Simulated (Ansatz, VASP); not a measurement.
## One calculation of Ta3H, two programs

```xyz
4
Lattice="2.8743 0.0000 0.0000 -0.9581 2.7099 0.0000 0.0000 0.0000 21.5267" Properties=species:S:1:pos:R:3 pbc="T T T"
Ta    0.9581    1.3550    4.0000
Ta    0.0000    0.0000    6.2637
Ta    0.9581    1.3550    8.5267
H     1.5968    2.2583   11.5967
```

Alike in both runs: task single point; functional PBE; k mesh 10 × 10 × 1; occupations gaussian, width 0.1 eV; collinear spin.

|  | VASP | Ansatz |
| --- | --- | --- |
| version | VASP 6.6.1 | Ansatz 0.2.0 |
| potentials or method | VASP PAW PBE potentials, release 64 (Ta_pv, H), cutoff 520 eV | scalar-relativistic, plane waves, PAW |
| valence electrons in the cell | 34 | 40 |

```csv
,VASP,Ansatz,Ansatz less VASP
gap on the k mesh at the Fermi level (eV),none,none,-
rms of the force components (eV/Å),0.292,0.291,-0.0004
net moment per atom (μB),0.12,0.12,0.000
size of the moment on the site where the two differ most (μB),0.31,0.68,+0.374
```

Site moments also hang on the region over which each program counts them. Atom by atom the forces differ by 0.002 eV/Å (rms over components). A gap of «none» marks a metal or a gap that the smearing closes. VASP's potentials hold 34 valence electrons a cell and Ansatz's 40, so a difference there can come from the potentials and not from the codes. Ansatz's warnings: xc potential rough in thin density.

Neither program's run includes spin-orbit coupling.
